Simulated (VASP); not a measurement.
# Al48N49 (a cell with a defect) in VASP: a series of runs

Al48N49 (a cell with a defect) is run at these levels: PBEsol; tasks: single point.

Everything below comes from runs of VASP 6.6.1. Logs are shortened: lines on timing, memory, paths and dates and some standing lists are left out, and cuts for length are marked.

**1. The cell of the first run**

The cell holds a defect, 97 atoms: a = 9.341 Å, b = 10.787 Å, c = 9.967 Å, α = 90.00°, β = 90.00°, γ = 90.00°.

**2. Single point, PBEsol**

INCAR

```
SYSTEM = Al48N49
  PREC = Accurate
  ENCUT = 520
  EDIFF = 1E-6
  ISMEAR = -1
  SIGMA = 0.05
  LREAL = Auto
  LASPH = .True.
  NELM = 120
  ALGO = Normal
  ISIF = 2
  LWAVE = .False.
  LCHARG = .False.
  GGA = PS
  NBANDS = 248
  NELECT = 390.0
  ISYM = -1
  GGA_COMPAT = .False.
```

KPOINTS

```
explicit points
1
Reciprocal
  0.25000000   0.25000000   0.25000000 1
```

POSCAR

```
Al48N49
1.0
    9.3414480000      0.0000000000      0.0000000000
    0.0000000000     10.7865750000      0.0000000000
    0.0000000000      0.0000000000      9.9670570000
Al N
48 49
Direct
    0.1653220000      0.0828960000      0.2491360000
    0.1670410000      0.0821540000      0.7481650000
    0.9981460000      0.3326730000      0.2454330000
    0.0192440000      0.3283770000      0.7532420000
    0.4983790000      0.0829050000      0.2491380000
    0.4967150000      0.0820750000      0.7481700000
    0.3318740000      0.3335440000      0.2490350000
    0.3319530000      0.3320150000      0.7503160000
    0.1645420000      0.5831940000      0.2486500000
    0.1617930000      0.5830380000      0.7454870000
    0.9985470000      0.8327740000      0.2479210000
    0.9992540000      0.8391110000      0.7486150000
    0.8318700000      0.0827600000      0.2491170000
    0.8318890000      0.0860790000      0.7479800000
    0.6656090000      0.3326900000      0.2454870000
    0.6445100000      0.3282060000      0.7533460000
    0.4991590000      0.5831920000      0.2486050000
    0.5020710000      0.5829920000      0.7454790000
    0.3318630000      0.8322560000      0.2484950000
    0.3318750000      0.8320490000      0.7476030000
    0.8318770000      0.5838940000      0.2456990000
    0.8318920000      0.5885810000      0.7431920000
    0.6651710000      0.8327940000      0.2479050000
    0.6645600000      0.8390300000      0.7485780000
    0.9986440000      0.1678650000      0.4969050000
    0.9988830000      0.1647820000      0.9992420000
    0.3318830000      0.1677320000      0.4980300000
    0.3318850000      0.1661100000      0.9995970000
    0.1622710000      0.4155560000      0.4993830000
    0.1660290000      0.4173030000      0.9991270000
    0.9976390000      0.6664970000      0.5000300000
    0.9984140000      0.6668710000      0.9953420000
    0.6651390000      0.1678400000      0.4969040000
    0.6648770000      0.1647330000      0.9992860000
    0.5014770000      0.4155350000      0.4994020000
    0.4977900000      0.4172930000      0.9991230000
    0.3318650000      0.6652570000      0.4993570000
    0.3318880000      0.6655920000      0.9966180000
    0.1653050000      0.9162660000      0.4981290000
    0.1658100000      0.9162490000      0.9988620000
    0.8319490000      0.4204670000      0.4986230000
    0.8318620000      0.4170180000      0.9941440000
    0.6661070000      0.6665400000      0.4998890000
    0.6653910000      0.6668430000      0.9953750000
    0.4984450000      0.9162560000      0.4981350000
    0.4979720000      0.9162260000      0.9988380000
    0.8318960000      0.9166210000      0.4980810000
    0.8318820000      0.9171940000      0.9986880000
    0.9985420000      0.1646690000      0.1885490000
    0.0007690000      0.1654470000      0.6891570000
    0.3318550000      0.1662010000      0.1898150000
    0.3319260000      0.1662530000      0.6895910000
    0.1656180000      0.4169180000      0.1886490000
    0.1770630000      0.4161880000      0.6890460000
    0.9991590000      0.6669870000      0.1864840000
    0.0014120000      0.6783040000      0.6893140000
    0.6651760000      0.1646770000      0.1886170000
    0.6629630000      0.1652960000      0.6891560000
    0.4981610000      0.4169030000      0.1886540000
    0.4868480000      0.4161870000      0.6891070000
    0.3318620000      0.6659550000      0.1884610000
    0.3319550000      0.6665660000      0.6895420000
    0.1657670000      0.9163650000      0.1894340000
    0.1674080000      0.9182640000      0.6888600000
    0.8318720000      0.4168210000      0.1851110000
    0.9128470000      0.4420120000      0.6729250000
    0.6645660000      0.6669880000      0.1865260000
    0.6625410000      0.6782310000      0.6892030000
    0.4979650000      0.9163790000      0.1894250000
    0.4964250000      0.9181640000      0.6888640000
    0.8318590000      0.9165080000      0.1891810000
    0.8318990000      0.9208880000      0.6890910000
    0.1656430000      0.0829730000      0.4394880000
    0.1658970000      0.0827060000      0.9392900000
    0.9983780000      0.3309320000      0.4328080000
    0.0004750000      0.3309510000      0.9416180000
    0.4980980000      0.0829760000      0.4395080000
    0.4978380000      0.0826760000      0.9393010000
    0.3318630000      0.3334750000      0.4382700000
    0.3319160000      0.3320450000      0.9413130000
    0.1644970000      0.5830050000      0.4395700000
    0.1648220000      0.5828660000      0.9377250000
    0.9987450000      0.8340450000      0.4381280000
    0.9986180000      0.8352060000      0.9397970000
    0.8318820000      0.0831820000      0.4396610000
    0.8318640000      0.0836120000      0.9388440000
    0.6653530000      0.3309540000      0.4328800000
    0.6632790000      0.3308630000      0.9417120000
    0.4991960000      0.5830080000      0.4395220000
    0.4989570000      0.5828600000      0.9377680000
    0.3318690000      0.8324080000      0.4391440000
    0.3318770000      0.8328400000      0.9391150000
    0.8318600000      0.5872890000      0.4339930000
    0.8318810000      0.5837780000      0.9362450000
    0.6649840000      0.8340870000      0.4381110000
    0.6651440000      0.8351610000      0.9397800000
    0.7511300000      0.4416080000      0.6730700000
```

Potentials or basis: VASP PAW PBE potentials, release 64 (Al, N).

Command:

```console
$ cat potpaw_PBE.64/Al/POTCAR potpaw_PBE.64/N/POTCAR > POTCAR
$ mpirun -np 1 vasp_std > vasp.out
```

OUTCAR:

```text
SYSTEM = Al48N49
   PREC = Accurate
   ENCUT = 520
   EDIFF = 1E-6
   ISMEAR = -1
   LREAL = Auto
   LASPH = .True.
   NELM = 120
   ISIF = 2
   GGA = PS
   NELECT = 390.0
   ISYM = -1

 ion  position               nearest neighbor table
   1  0.165  0.083  0.249-  49 1.89  51 1.89  63 1.89  73 1.90  25 3.06  39 3.06  26 3.07  27 3.07
                            28 3.07  40 3.07   5 3.11   3 3.11  13 3.11  11 3.12  19 3.12   7 3.12
   2  0.167  0.082  0.748-  64 1.86  52 1.88  50 1.89  74 1.90   4 2.99  12 3.05  39 3.07  27 3.07
                            40 3.07  28 3.08   6 3.08  26 3.09  25 3.10   8 3.10  20 3.11  14 3.13
   3  0.998  0.333  0.245-  75 1.87  53 1.90  65 1.90  49 1.90  26 3.05  30 3.05  25 3.07  42 3.08
                            29 3.09  15 3.11  41 3.11  13 3.11   1 3.11   9 3.12   7 3.12  21 3.12
   4  0.019  0.328  0.753-  66 1.77  54 1.87  50 1.88  76 1.89   8 2.92  30 2.97   2 2.99  29 3.01
                            26 3.03  10 3.05  25 3.09  42 3.12  14 3.15  41 3.24  22 3.31
   5  0.498  0.083  0.249-  57 1.89  51 1.89  69 1.89  77 1.90  33 3.06  45 3.06  34 3.07  27 3.07
                            28 3.07  46 3.08   1 3.11  15 3.11  13 3.12  23 3.12   7 3.12  19 3.12
   6  0.497  0.082  0.748-  70 1.86  52 1.88  58 1.89  78 1.91  16 2.99  24 3.05  45 3.07  27 3.07
                            46 3.07  28 3.08   2 3.08  34 3.09  33 3.10   8 3.10  20 3.11  14 3.13
   7  0.332  0.334  0.249-  79 1.89  53 1.89  59 1.89  51 1.90  27 3.06  30 3.07  36 3.07  28 3.07
                            29 3.09  35 3.09  17 3.11   9 3.11   3 3.12  15 3.12   5 3.12   1 3.12
   8  0.332  0.332  0.750-  60 1.81  54 1.81  52 1.89  80 1.90  16 2.92   4 2.92  28 3.06  36 3.07
                            30 3.07  27 3.08  35 3.09  29 3.10   2 3.10   6 3.10  18 3.14  10 3.14
   9  0.165  0.583  0.249-  53 1.89  55 1.89  61 1.90  81 1.90  30 3.06  37 3.08  29 3.08  31 3.08
                            38 3.09  32 3.10  11 3.11  21 3.11  19 3.11   7 3.11   3 3.12  17 3.13
  10  0.162  0.583  0.745-  54 1.89  56 1.90  62 1.91  82 1.92  31 3.02  29 3.05   4 3.05  37 3.05
                            32 3.06  22 3.08  38 3.10  30 3.10  20 3.12   8 3.14  12 3.15  18 3.18
  11  0.999  0.833  0.248-  55 1.89  71 1.89  63 1.90  83 1.90  40 3.07  48 3.07  39 3.08  47 3.08
                            31 3.09  32 3.09  21 3.10   9 3.11  19 3.11  13 3.11  23 3.11   1 3.12
  12  0.999  0.839  0.749-  56 1.83  64 1.88  72 1.89  84 1.91   2 3.05  39 3.05  40 3.06  48 3.06
                            47 3.06  32 3.08  14 3.09  31 3.10  20 3.11  22 3.12  24 3.13  10 3.15
  13  0.832  0.083  0.249-  57 1.89  49 1.89  71 1.89  85 1.90  33 3.06  47 3.06  25 3.06  34 3.07
                            26 3.07  48 3.07   3 3.11  15 3.11  23 3.11  11 3.11   1 3.11   5 3.12
  14  0.832  0.086  0.748-  72 1.88  58 1.89  50 1.89  86 1.90  26 3.07  34 3.07  33 3.08  25 3.08
                            12 3.09  24 3.09  47 3.09  48 3.09   2 3.13   6 3.13  16 3.14   4 3.15
  15  0.666  0.333  0.245-  87 1.87  59 1.90  65 1.90  57 1.90  34 3.05  36 3.05  33 3.07  42 3.08
                            35 3.09   3 3.11  41 3.11  13 3.11   5 3.11  17 3.12   7 3.12  21 3.12
  16  0.645  0.328  0.753-  97 1.77  60 1.87  58 1.88  88 1.89   8 2.92  36 2.97   6 2.99  35 3.01
                            34 3.03  18 3.05  33 3.09  42 3.12  14 3.14  41 3.24  22 3.31
  17  0.499  0.583  0.249-  59 1.89  67 1.89  61 1.90  89 1.90  36 3.06  37 3.08  43 3.08  35 3.09
                            38 3.09  44 3.10  23 3.11  19 3.11  21 3.11   7 3.11  15 3.12   9 3.13
  18  0.502  0.583  0.745-  60 1.89  68 1.90  62 1.91  90 1.92  43 3.03  35 3.05  16 3.05  37 3.06
                            44 3.06  22 3.08  38 3.10  36 3.10  20 3.12   8 3.14  24 3.15  10 3.18
  19  0.332  0.832  0.248-  61 1.89  63 1.89  69 1.89  91 1.90  40 3.07  46 3.07  39 3.07  45 3.07
                            37 3.08  38 3.09  17 3.11   9 3.11  23 3.11  11 3.11   5 3.12   1 3.12
[... 8 lines left out ...]
[... 355 lines left out ...]
   PSTRESS=    0.0 pullay stress
   NELECT =     390.0000    total number of electrons
   NUPDOWN=      -1.0000    fix difference up-down
   EMIN   =  10.00;   EMAX   =-10.00  energy-range for DOS
   EFERMI =   0.00;   METHOD = LEGACY
   ISMEAR =    -1;   SIGMA  =   0.05  broadening in eV -4-tet -1-fermi 0-gaus
   EFERMI_NEDOS =   21; number of points for ismear=-14 and -15
   IALGO  =     38    algorithm
   IMIX   =      4    mixing-type and parameters
     AMIX     =   0.40;   BMIX     =  1.00
     AMIX_MAG =   1.60;   BMIX_MAG =  1.00
  volume/ion in A,a.u.               =      10.35        69.87
  Fermi-wavevector in a.u.,A,eV,Ry     =   1.194377  2.257045 19.409209  1.426537
  Thomas-Fermi vector in A             =   2.330369
   LORBIT       =      0    0 simple, 1 ext, 2 COOP (PROOUT), +10 PAW based schemes
   GGA     = PS    functional components
   LHFCALC =     F    Hartree Fock is set to
   AEXX    =    0.0000 exact exchange contribution
   IVDW    =     0    specifies the selected vdW correction
   LEPSILON=     F    determine dielectric tensor
   LRPA    =     F    only Hartree local field effects (RPA)
 non-spin polarized calculation
  energy-cutoff  :      520.00
  volume of cell :     1004.30
 maximum number of plane-waves:     27045
 NGX is ok and might be reduce to    70
   NGX = 35   NGY = 41   NGZ = 37

 number of electron     390.0000004 magnetization

 Free energy of the ion-electron system (eV)
  ---------------------------------------------------
  ext. energy  EPLUGINS =         0.00000000
  ---------------------------------------------------
  free energy    TOTEN  =      -747.57119488 eV

  energy without entropy =     -747.57119488  energy(sigma->0) =     -747.57119488

 E-fermi :   8.8914     XC(G=0): -11.1516

 val. band max:        7.6515171053   @ k =   0.2500   0.2500   0.2500
 cond. band min:      10.9222411588   @ k =   0.2500   0.2500   0.2500
 fundamental gap:      3.2707240535
 Fermi energy:         8.8914327893

 k-point     1 :       0.2500    0.2500    0.2500
  band No.  band energies     occupation
      1     -10.3568      2.00000
      2      -8.9096      2.00000
      3      -8.5471      2.00000
      4      -8.4636      2.00000
      5      -8.3709      2.00000
      6      -8.1047      2.00000
[... 199 lines left out ...]
    206      11.8624      0.00000
    207      11.8975      0.00000
 [bands above 207 left out]

------------------------ aborting loop because EDIFF is reached ----------------------------------------

  FORCE on cell =-STRESS in cart. coord.  units (eV):
  Direction    XX          YY          ZZ          XY          YZ          ZX
  --------------------------------------------------------------------------------------
  -------------------------------------------------------------------------------------
  Total       24.2548420     25.0805231     19.2257110      0.2649577     -0.0163690      0.0226954
  in kB       38.6940620     40.0112817     30.6710244      0.4226904     -0.0261136      0.0362062
  external PRESSURE =      36.4587894 kB  Pullay stress =       0.0000000 kB

 VOLUME and BASIS-vectors are now :
 -----------------------------------------------------------------------------
  energy-cutoff  :      520.00
  volume of cell :     1004.30
      direct lattice vectors                 reciprocal lattice vectors
     9.341448000  0.000000000  0.000000000     0.107049785  0.000000000  0.000000000
     0.000000000 10.786575000  0.000000000     0.000000000  0.092707834  0.000000000
     0.000000000  0.000000000  9.967057000     0.000000000  0.000000000  0.100330519

 POSITION                                       TOTAL-FORCE (eV/Angst)
 -----------------------------------------------------------------------------------
      1.54435      0.89416      2.48315         0.005233      0.005558     -0.004246
      1.56040      0.88616      7.45700         0.003100      0.005503     -0.002017
      9.32413      3.58840      2.44624        -0.000876      0.001190     -0.012913
      0.17977      3.54206      7.50761         0.012093     -0.022945      0.017428
      4.65558      0.89426      2.48317         0.003576      0.001353      0.001909
      4.64004      0.88531      7.45705         0.005120      0.001973     -0.000481
[... 89 lines left out ...]
      6.21341      9.00853      9.36684         0.000940     -0.000403     -0.001786
      7.01664      4.76344      6.70853        -0.068275      0.012639     -0.008204
 -----------------------------------------------------------------------------------
    total drift:                               -0.011770     -0.008326     -0.029536

  FREE ENERGIE OF THE ION-ELECTRON SYSTEM (eV)
  ---------------------------------------------------
  free  energy   TOTEN  =      -747.5711948833 eV

  energy  without entropy=     -747.5711948833  energy(sigma->0) =     -747.57119488
```

Run time: 12 min. Hardware: 1 thread of Intel Xeon Platinum 8375C at 2.90GHz (Ice Lake), shared host; peak memory 0.91 GiB.

Results:

| Quantity | Value |
| --- | --- |
| Free energy | -747.5712 eV |
| Largest force | 0.084 eV/Å |

Forces in eV/Å, atoms in the order of the input:
```
Al   0.005  0.006 -0.004
Al   0.003  0.006 -0.002
Al  -0.001  0.001 -0.013
Al   0.012 -0.023  0.017
Al   0.004  0.001  0.002
Al   0.005  0.002  0.000
Al  -0.001  0.001 -0.002
Al  -0.008 -0.011  0.012
Al   0.002  0.009 -0.004
Al  -0.001  0.004 -0.005
Al   0.001  0.004  0.001
Al   0.002  0.008  0.004
Al  -0.006  0.000  0.000
Al  -0.002  0.002  0.000
Al  -0.004  0.000 -0.010
Al  -0.009 -0.028  0.017
Al   0.001  0.004  0.004
Al   0.002  0.005 -0.005
Al  -0.004  0.003  0.001
Al  -0.003  0.004 -0.001
Al  -0.003  0.002 -0.009
Al  -0.001  0.022  0.013
Al   0.000  0.005 -0.005
Al   0.002  0.009  0.006
Al  -0.002 -0.012 -0.004
Al   0.000  0.000 -0.002
Al  -0.001 -0.005 -0.004
Al  -0.003 -0.004  0.000
Al   0.002 -0.002  0.001
Al   0.004  0.000 -0.008
Al   0.006  0.005 -0.002
Al  -0.001  0.000 -0.007
Al   0.001 -0.008 -0.004
Al  -0.001 -0.004  0.001
Al  -0.001  0.008  0.000
Al   0.006  0.001  0.002
Al   0.002  0.001  0.001
Al  -0.003  0.000 -0.002
Al   0.004 -0.008 -0.002
Al   0.002 -0.004 -0.002
Al  -0.015 -0.002 -0.023
Al   0.000 -0.001 -0.008
Al   0.002  0.002  0.002
Al  -0.002  0.001 -0.003
Al   0.002 -0.003  0.002
Al   0.002 -0.006  0.004
Al  -0.004 -0.006 -0.002
Al  -0.003 -0.003  0.001
N    0.002  0.005  0.004
N   -0.003  0.004  0.006
N   -0.001  0.003  0.001
N   -0.002  0.006  0.004
N   -0.003 -0.004  0.003
N   -0.010  0.007 -0.002
N    0.001 -0.003  0.002
N   -0.004 -0.013  0.000
N    0.001  0.002  0.000
N   -0.002  0.005  0.003
N   -0.001 -0.002  0.001
N    0.003  0.008 -0.005
N   -0.001 -0.002  0.001
N   -0.001 -0.003  0.001
N    0.000  0.002  0.002
N   -0.003  0.000  0.001
N    0.001 -0.003  0.002
N    0.083  0.008 -0.003
N    0.002 -0.002  0.000
N    0.004 -0.016  0.001
N    0.000  0.000  0.000
N   -0.001 -0.003  0.001
N    0.002  0.002  0.001
N    0.002 -0.002  0.003
N   -0.002  0.005  0.004
N   -0.001  0.002  0.000
N   -0.004  0.006  0.011
N    0.000 -0.002  0.000
N   -0.001  0.001  0.003
N   -0.001  0.002  0.000
N   -0.002  0.002  0.003
N   -0.002  0.001 -0.003
N    0.001 -0.002 -0.001
N    0.001 -0.001  0.004
N    0.001 -0.002  0.002
N    0.000 -0.002 -0.001
N    0.002  0.003  0.003
N    0.002  0.001  0.001
N    0.005  0.007  0.004
N   -0.001  0.001 -0.005
N    0.002 -0.004  0.002
N    0.001 -0.002 -0.002
N    0.000 -0.001  0.002
N   -0.001  0.000  0.001
N    0.001 -0.004  0.000
N    0.000 -0.001 -0.004
N    0.001 -0.003  0.002
N    0.001  0.000 -0.002
N   -0.068  0.013 -0.008
```

Levels at points of the mesh, in eV from the Fermi level:
| k point | band 191 | band 192 | band 193 | band 194 | band 195 | band 196 | band 197 | band 198 | band 199 | band 200 |
| --- | --- | --- | --- | --- | --- | --- | --- | --- | --- | --- |
| (0.25, 0.25, 0.25) | -3.07 | -3.01 | -2.77 | -1.51 | -1.24 | 2.03 | 2.17 | 2.37 | 2.42 | 2.48 |

Caveat: the cell carries a net charge on a neutralising background, which shifts energy and pressure; the cell is charged against a uniform background, so pressure and absolute levels hang on convention; the PAW data sets were made with another functional, which shifts forces and pressure a little.

(Part 1 of 2 ends here.)
